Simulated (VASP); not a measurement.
Here is a VASP 6.6.1 calculation.

File INCAR:

```
  PREC = Accurate
  ENCUT = 600
  EDIFF = 1E-6
  ISMEAR = 0
  SIGMA = 0.02
  LREAL = False
  LASPH = True
  NELM = 100
  ALGO = Normal
  ISIF = 3
  LWAVE = False
  LCHARG = False
  GGA = PS
  IBRION = 2
  NSW = 100
  EDIFFG = -0.002
```

The input KPOINTS:

```
regular mesh
0
Gamma
  9 9 6
```

POSCAR

```
MgAl2C2
1.0
    3.3763134993      0.0000000000      0.0000000000
   -1.6881567497      2.9239732615      0.0000000000
    0.0000000000      0.0000000000      5.7678538772
Mg Al C
1 2 2
Direct
    0.0000000000      0.0000000000      0.0000000000
    0.3333333333      0.6666666667      0.3501554211
    0.6666666667      0.3333333333      0.6498445789
    0.3333333333      0.6666666667      0.7308728785
    0.6666666667      0.3333333333      0.2691271215
```

Potentials or basis: VASP PAW PBE potentials, release 64 (Mg, Al, C).

Run with:

```bash
$ cat potpaw_PBE.64/Mg/POTCAR potpaw_PBE.64/Al/POTCAR potpaw_PBE.64/C/POTCAR > POTCAR
$ mpirun -np 1 vasp_std > vasp.out
```

(1) Estimate the space group after relaxing (to 0.05 Å).

(2) Estimate the relaxed volume.

## Answers

(1) P-3m1 (No. 164).

(2) 11.38 Å³/atom.

Caveat: the PAW data sets were made with another functional, which shifts forces and pressure a little.
